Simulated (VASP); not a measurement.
# VO2 (P4_2/mnm) in VASP: single point with PBE

Aim: the single point of VO2 with PBE.

Everything below comes from runs of VASP 6.6.1. Logs are shortened: lines on timing, memory, paths and dates and some standing lists are left out, and cuts for length are marked.

## Step 1: The cell of the first run

It takes space group P4_2/mnm (No. 136, tetragonal). The conventional cell has a = 4.436 Å, b = 4.436 Å, c = 2.757 Å, α = 90.00°, β = 90.00°, γ = 90.00°. V (site symmetry mmm) has 6 O at 1.86 to 1.88 Å within 2.5 Å. Within 2.8 Å of O (site symmetry m2m) lie 3 V at 1.86 to 1.88 Å and 11 O at 2.55 to 2.76 Å.

## Step 2: Single point, PBE, collinear spin, ferromagnetic start (9.04 Å³/atom)

INCAR reads:

```
SYSTEM = VO2
ALGO = Normal ; EDIFF = 1E-6
ENCUT = 600 ; GGA = PE
GGA_COMPAT = .False. ; ISIF = 2
ISMEAR = 0 ; ISPIN = 2
LASPH = .True. ; LCHARG = .False.
LMAXMIX = 4 ; LORBIT = 11
LREAL = .False. ; LWAVE = .False.
MAGMOM = 0.92 0.92 0 0 0 0 ; NBANDS = 38
NELM = 200 ; PREC = Accurate
SIGMA = 0.1
```

KPOINTS reads:

```
k-points
0
Gamma
  8 8 12
  0 0 0
```

POSCAR reads:

```
VO2
1.0
    4.4361517027      0.0000000000      0.0000000000
    0.0000000000      4.4361517027      0.0000000000
    0.0000000000      0.0000000000      2.7574047134
V O
2 4
Direct
    0.0000000000      0.0000000000      0.0000000000
    0.5000000000      0.5000000000      0.5000000000
    0.2966700280      0.2966700280      0.0000000000
    0.2033299720      0.7966700280      0.5000000000
    0.7033299720      0.7033299720      0.0000000000
    0.7966700280      0.2033299720      0.5000000000
```

Potentials or basis: VASP PAW PBE potentials, release 64 (V_sv, O).

Started as:

```console
$ cat potpaw_PBE.64/V_sv/POTCAR potpaw_PBE.64/O/POTCAR > POTCAR
$ mpirun -np 1 vasp_std > vasp.out
```

OUTCAR:

```text
SYSTEM = VO2
   EDIFF = 1E-6
   ENCUT = 600
   GGA = PE
   ISIF = 2
   ISMEAR = 0
   ISPIN = 2
   LASPH = .True.
   LORBIT = 11
   LREAL = .False.
   NELM = 200
   PREC = Accurate

 ion  position               nearest neighbor table
   1  0.000  0.000  0.000-   3 1.86   5 1.86   4 1.88   6 1.88   4 1.88   6 1.88
   2  0.500  0.500  0.500-   4 1.86   6 1.86   5 1.88   3 1.88   3 1.88   5 1.88
   3  0.297  0.297  0.000-   1 1.86   2 1.88   2 1.88
   4  0.203  0.797  0.500-   2 1.86   1 1.88   1 1.88
   5  0.703  0.703  0.000-   1 1.86   2 1.88   2 1.88
   6  0.797  0.203  0.500-   2 1.86   1 1.88   1 1.88

  LATTYP: Found a simple tetragonal cell.
 ALAT       =     4.4361517027
 C/A-ratio  =     0.6215758383

  Lattice vectors:

 A1 = (   4.4361517027,   0.0000000000,   0.0000000000)
 A2 = (   0.0000000000,   4.4361517027,   0.0000000000)
 A3 = (   0.0000000000,   0.0000000000,   2.7574047134)

Analysis of symmetry for initial positions (statically):
=====================================================================
 Subroutine PRICEL returns:
 Original cell was already a primitive cell.

 Routine SETGRP: Setting up the symmetry group for a
 simple tetragonal supercell.

 Subroutine GETGRP returns: Found 16 space group operations
 (whereof  8 operations were pure point group operations)
 out of a pool of 16 trial point group operations.

The static configuration has the point symmetry D_2h.
 The point group associated with its full space group is D_4h.

Analysis of symmetry for dynamics (positions and initial velocities):
=====================================================================
 Subroutine PRICEL returns:
 Original cell was already a primitive cell.

 Routine SETGRP: Setting up the symmetry group for a
 simple tetragonal supercell.

 Subroutine GETGRP returns: Found 16 space group operations
 (whereof  8 operations were pure point group operations)
 out of a pool of 16 trial point group operations.

The dynamic configuration has the point symmetry D_2h.
 The point group associated with its full space group is D_4h.

Analysis of structural, dynamic, and magnetic symmetry:
=====================================================================
 Subroutine PRICEL returns:
 Original cell was already a primitive cell.

 Routine SETGRP: Setting up the symmetry group for a
 simple tetragonal supercell.

 Subroutine GETGRP returns: Found 16 space group operations
 (whereof  8 operations were pure point group operations)
 out of a pool of 16 trial point group operations.

The overall configuration has the point symmetry D_2h.
 The point group associated with its full space group is D_4h.

 Subroutine INISYM returns: Found 16 space group operations
 (whereof  8 operations are pure point group operations),
 and found     1 'primitive' translations

----------------------------------------------------------------------------------------

                                     Primitive cell

  volume of cell :      54.2642

  direct lattice vectors                    reciprocal lattice vectors
     4.436151703  0.000000000  0.000000000     0.225420605  0.000000000  0.000000000
     0.000000000  4.436151703  0.000000000     0.000000000  0.225420605  0.000000000
     0.000000000  0.000000000  2.757404713     0.000000000  0.000000000  0.362659857

  length of vectors
     4.436151703  4.436151703  2.757404713     0.225420605  0.225420605  0.362659857

  position of ions in fractional coordinates (direct lattice)
     0.000000000  0.000000000  0.000000000
     0.500000000  0.500000000  0.500000000
     0.296670028  0.296670028  0.000000000
     0.203329972  0.796670028  0.500000000
     0.703329972  0.703329972  0.000000000
     0.796670028  0.203329972  0.500000000

  ion indices of the primitive-cell ions
   primitive index   ion index
                 1           1
                 2           2
                 3           3
                 4           4
                 5           5
                 6           6

----------------------------------------------------------------------------------------

 KPOINTS: k-points

Automatic generation of k-mesh.
 Grid dimensions read from file:
 generate k-points for:    8    8   12

 Generating k-lattice:

  Cartesian coordinates                     Fractional coordinates (reciprocal lattice)
     0.028177576  0.000000000  0.000000000     0.125000000  0.000000000  0.000000000
     0.000000000  0.028177576  0.000000000     0.000000000  0.125000000  0.000000000
     0.000000000  0.000000000  0.030221655     0.000000000  0.000000000  0.083333333

  Length of vectors
     0.028177576  0.028177576  0.030221655

  Shift w.r.t. Gamma in fractional coordinates (k-lattice)
     0.000000000  0.000000000  0.000000000

 Subroutine IBZKPT returns following result:
 ===========================================

 Found    105 irreducible k-points:

 Following reciprocal coordinates:
            Coordinates               Weight
  0.000000  0.000000  0.000000      1.000000
  0.125000  0.000000  0.000000      4.000000
  0.250000  0.000000  0.000000      4.000000
  0.375000  0.000000  0.000000      4.000000
  0.500000  0.000000  0.000000      2.000000
  0.125000  0.125000  0.000000      4.000000
[... 16 lines left out ...]
  0.375000  0.125000  0.083333     16.000000
  0.500000  0.125000  0.083333      8.000000
 [... further k-points ...]
   k-points           NKPTS =    105   k-points in BZ     NKDIM =    105   number of bands    NBANDS=     38
   number of dos      NEDOS =    301   number of ions     NIONS =      6
   total plane-waves  NPLWV =  31104
   dimension x,y,z NGX =    36 NGY =   36 NGZ =   24
   dimension x,y,z NGXF=    72 NGYF=   72 NGZF=   48
   ions per type =               2   4
   NGX,Y,Z   is equivalent  to a cutoff of  13.49, 13.49, 14.47 a.u.
   NGXF,Y,Z  is equivalent  to a cutoff of  26.98, 26.98, 28.94 a.u.
 SYSTEM =  VO2
   PREC   = accura    normal or accurate (medium, high low for compatibility)
   ISTART =      0    job   : 0-new  1-cont  2-samecut
   ICHARG =      2    charge: 1-file 2-atom 10-const
   ISPIN  =      2    spin polarized calculation?
   LNONCOLLINEAR =      F non collinear calculations
   LSORBIT =      F    spin-orbit coupling
   LASPH  =      T    aspherical Exc in radial PAW
   ENCUT  =  600.0 eV  44.10 Ry    6.64 a.u.   8.86  8.86  5.51*2*pi/ulx,y,z
   NELM   =    200;   NELMIN=  2; NELMDL= -5     # of ELM steps
   EDIFF  = 0.1E-05   stopping-criterion for ELM
   LREAL  =      F    real-space projection
   EDIFFG = 0.1E-04   stopping-criterion for IOM
   NSW    =      0    number of steps for IOM
   IBRION =     -1    ionic relax: 0-MD 1-quasi-New 2-CG
   NFREE  =      0    steps in history (QN), initial steepest desc. (CG)
   ISIF   =      2    stress and relaxation
   ISYM   =      2    0-nonsym 1-usesym 2-fastsym
   POTIM  = 0.5000    time-step for ionic-motion
   TEBEG  =    0.0;   TEEND  =   0.0 temperature during run
   PSTRESS=    0.0 pullay stress
   NELECT =      50.0000    total number of electrons
   NUPDOWN=      -1.0000    fix difference up-down
   EMIN   =  10.00;   EMAX   =-10.00  energy-range for DOS
   EFERMI =   0.00;   METHOD = LEGACY
   ISMEAR =     0;   SIGMA  =   0.10  broadening in eV -4-tet -1-fermi 0-gaus
   EFERMI_NEDOS =   21; number of points for ismear=-14 and -15
   IALGO  =     38    algorithm
   IMIX   =      4    mixing-type and parameters
     AMIX     =   0.40;   BMIX     =  1.00
     AMIX_MAG =   1.60;   BMIX_MAG =  1.00
  volume/ion in A,a.u.               =       9.04        61.03
  Fermi-wavevector in a.u.,A,eV,Ry     =   1.593041  3.010412 34.528606  2.537781
  Thomas-Fermi vector in A             =   2.691333
   LORBIT       =     11    0 simple, 1 ext, 2 COOP (PROOUT), +10 PAW based schemes
   GGA     = PE    functional components
   LHFCALC =     F    Hartree Fock is set to
   AEXX    =    0.0000 exact exchange contribution
   IVDW    =     0    specifies the selected vdW correction
   LEPSILON=     F    determine dielectric tensor
   LRPA    =     F    only Hartree local field effects (RPA)
 spin polarized calculation
 Gauss-broadening in eV      SIGMA  =   0.10
  energy-cutoff  :      600.00
  volume of cell :       54.26
 maximum number of plane-waves:      1851
 NGX is ok and might be reduce to    36
   NGX = 17   NGY = 17   NGZ = 11

 number of electron      50.0000015 magnetization       1.9656488

 Free energy of the ion-electron system (eV)
  ---------------------------------------------------
  ext. energy  EPLUGINS =         0.00000000
  ---------------------------------------------------
  free energy    TOTEN  =       -51.52076952 eV

  energy without entropy =      -51.50759766  energy(sigma->0) =      -51.51418359

 E-fermi :   7.4918     XC(G=0): -12.2549

 val. band max:        7.4875945217   @ k =   0.1250   0.1250   0.0000
 cond. band min:       7.4978277305   @ k =   0.2500   0.0000   0.0000
 fundamental gap:      0.0102332088
 Fermi energy:         7.4917852558

 spin component 1

 k-point     1 :       0.0000    0.0000    0.0000
  band No.  band energies     occupation
      1     -58.5950      1.00000
      2     -58.5802      1.00000
      3     -32.5036      1.00000
      4     -32.5036      1.00000
      5     -32.3707      1.00000
      6     -32.3707      1.00000
[... 29 lines left out ...]
     36      18.2965      0.00000
     37      18.2965      0.00000

 k-point     2 :       0.1250    0.0000    0.0000
  band No.  band energies     occupation
      1     -58.5944      1.00000
      2     -58.5808      1.00000
      3     -32.4992      1.00000
      4     -32.4989      1.00000
      5     -32.3758      1.00000
      6     -32.3754      1.00000
[... 29 lines left out ...]
     36      18.3152      0.00000
     37      18.4207      0.00000
[... 838 lines left out ...]
     36      18.2231      0.00000
     37      19.6767      0.00000

 k-point    24 :       0.5000    0.1250    0.0833
  band No.  band energies     occupation
      1     -58.5843      1.00000
      2     -58.5843      1.00000
      3     -32.4681      1.00000
      4     -32.4681      1.00000
      5     -32.4020      1.00000
      6     -32.4020      1.00000
[... 29 lines left out ...]
     36      17.5549      0.00000
     37      20.4146      0.00000

 [... further k-points ...]

 spin component 2

 k-point     1 :       0.0000    0.0000    0.0000
  band No.  band energies     occupation
      1     -57.5522      1.00000
      2     -57.5365      1.00000
      3     -31.4881      1.00000
      4     -31.4881      1.00000
      5     -31.3347      1.00000
      6     -31.3347      1.00000
[... 29 lines left out ...]
     36      18.5668      0.00000
     37      18.5668      0.00000

 k-point     2 :       0.1250    0.0000    0.0000
  band No.  band energies     occupation
      1     -57.5516      1.00000
      2     -57.5371      1.00000
      3     -31.4836      1.00000
      4     -31.4832      1.00000
      5     -31.3401      1.00000
      6     -31.3397      1.00000
[... 29 lines left out ...]
     36      18.5712      0.00000
     37      18.6945      0.00000
[... 838 lines left out ...]
     36      18.3649      0.00000
     37      19.9567      0.00000

 k-point    24 :       0.5000    0.1250    0.0833
  band No.  band energies     occupation
      1     -57.5409      1.00000
      2     -57.5409      1.00000
      3     -31.4528      1.00000
      4     -31.4528      1.00000
      5     -31.3666      1.00000
      6     -31.3666      1.00000
[... 29 lines left out ...]
     36      17.6721      0.00000
     37      20.6952      0.00000

 [... further k-points ...]

 [bands above 37 left out]

------------------------ aborting loop because EDIFF is reached ----------------------------------------

  FORCE on cell =-STRESS in cart. coord.  units (eV):
  Direction    XX          YY          ZZ          XY          YZ          ZX
  --------------------------------------------------------------------------------------
  -------------------------------------------------------------------------------------
  Total        9.3083541      9.3083541      9.4282744      0.0000000      0.0000000      0.0000000
  in kB      274.8338264    274.8338264    278.3745354      0.0000000      0.0000000      0.0000000
  external PRESSURE =     276.0140627 kB  Pullay stress =       0.0000000 kB

 VOLUME and BASIS-vectors are now :
 -----------------------------------------------------------------------------
  energy-cutoff  :      600.00
  volume of cell :       54.26
      direct lattice vectors                 reciprocal lattice vectors
     4.436151703  0.000000000  0.000000000     0.225420605  0.000000000  0.000000000
     0.000000000  4.436151703  0.000000000     0.000000000  0.225420605  0.000000000
     0.000000000  0.000000000  2.757404713     0.000000000  0.000000000  0.362659857

 POSITION                                       TOTAL-FORCE (eV/Angst)
 -----------------------------------------------------------------------------------
      0.00000      0.00000      0.00000         0.000000      0.000000     -0.000000
      2.21808      2.21808      1.37870         0.000000      0.000000     -0.000000
      1.31607      1.31607      0.00000        -0.018683     -0.018683      0.000000
      0.90200      3.53415      1.37870         0.018683     -0.018683     -0.000000
      3.12008      3.12008      0.00000         0.018683      0.018683     -0.000000
      3.53415      0.90200      1.37870        -0.018683      0.018683     -0.000000
 -----------------------------------------------------------------------------------
    total drift:                               -0.000000      0.000000      0.000000

  FREE ENERGIE OF THE ION-ELECTRON SYSTEM (eV)
  ---------------------------------------------------
  free  energy   TOTEN  =       -51.5207695244 eV

  energy  without entropy=      -51.5075976622  energy(sigma->0) =      -51.51418359

 total charge

# of ion       s       p       d       tot
------------------------------------------
    1        2.315   6.406   3.039  11.760
    2        2.315   6.406   3.039  11.760
    3        1.575   3.528   0.000   5.103
    4        1.575   3.528   0.000   5.103
    5        1.575   3.528   0.000   5.103
    6        1.575   3.528   0.000   5.103
--------------------------------------------------
tot         10.930  26.924   6.078  43.932

 magnetization (x)

# of ion       s       p       d       tot
------------------------------------------
    1        0.013   0.014   0.972   0.999
    2        0.013   0.014   0.972   0.999
    3       -0.002  -0.034   0.000  -0.036
    4       -0.002  -0.034   0.000  -0.036
    5       -0.002  -0.034   0.000  -0.036
    6       -0.002  -0.034   0.000  -0.036
--------------------------------------------------
tot          0.019  -0.109   1.944   1.853
```

Run time: 5.1 min. Hardware: 1 thread of Intel Xeon Platinum 8124M at 3.00GHz (Skylake/Cascade Lake), shared host; peak memory 0.46 GiB.

What came out:

- Free energy: -51.5208 eV
- Pressure: 27.6 GPa
- Largest force: 0.026 eV/Å
- Band gap on the k mesh: zero (filled and empty bands overlap)
- Net moment: 1.97 μB per cell
- Site moments: V +1.00; O -0.04 μB
- Valence electrons inside the program's atomic spheres: V 11.76; O 5.10

Forces in eV/Å, atoms in the order of the input:
```
V    0.000  0.000  0.000
V    0.000  0.000  0.000
O   -0.019 -0.019  0.000
O    0.019 -0.019  0.000
O    0.019  0.019  0.000
O   -0.019  0.019  0.000
```

Levels at points of the mesh, in eV from the Fermi level:
Spin up:
| k point | band 24 | band 25 | band 26 | band 27 | band 28 | band 29 |
| --- | --- | --- | --- | --- | --- | --- |
| (0.00, 0.00, 0.00) | -1.63 | -1.17 | -0.97 | -0.38 | -0.33 | -0.33 |
| (0.50, 0.00, 0.00) | -2.46 | -0.39 | -0.39 | 0.46 | 0.46 | 1.10 |
| (0.50, 0.50, 0.00) | -2.99 | -1.16 | -1.16 | -0.30 | -0.30 | 1.57 |
| (0.00, 0.00, 0.50) | -3.42 | 0.55 | 0.55 | 0.75 | 0.75 | 1.13 |
| (0.50, 0.00, 0.50) | -2.87 | -0.94 | -0.94 | 0.73 | 0.73 | 1.48 |
| (0.50, 0.50, 0.50) | -2.42 | 0.16 | 0.16 | 0.42 | 0.42 | 0.74 |
Spin down:
```
           k point  band 21  band 22  band 23  band 24  band 25  band 26  band 27  band 28
(0.00, 0.00, 0.00)    -2.33    -2.24    -2.24    -1.64    -0.01     0.02     0.65     0.86
(0.50, 0.00, 0.00)    -3.44    -3.44    -2.51    -2.51     0.68     0.68     1.58     1.58
(0.50, 0.50, 0.00)    -3.13    -3.13    -3.02    -3.02    -0.07    -0.07     0.89     0.89
(0.00, 0.00, 0.50)    -4.52    -4.52    -3.37    -3.37     1.46     1.46     1.91     1.91
(0.50, 0.00, 0.50)    -4.01    -4.01    -2.93    -2.93     0.15     0.15     1.88     1.88
(0.50, 0.50, 0.50)    -3.31    -3.31    -2.43    -2.43     1.06     1.06     1.42     1.42
```

Caveat: the cell stands under pressure; semilocal functionals often make such compounds metallic where correlation or magnetic order opens a gap, which also shifts bond lengths. With open d or f shells a metallic result of PBE can be an artefact of self-interaction; +U or a hybrid may open a gap.
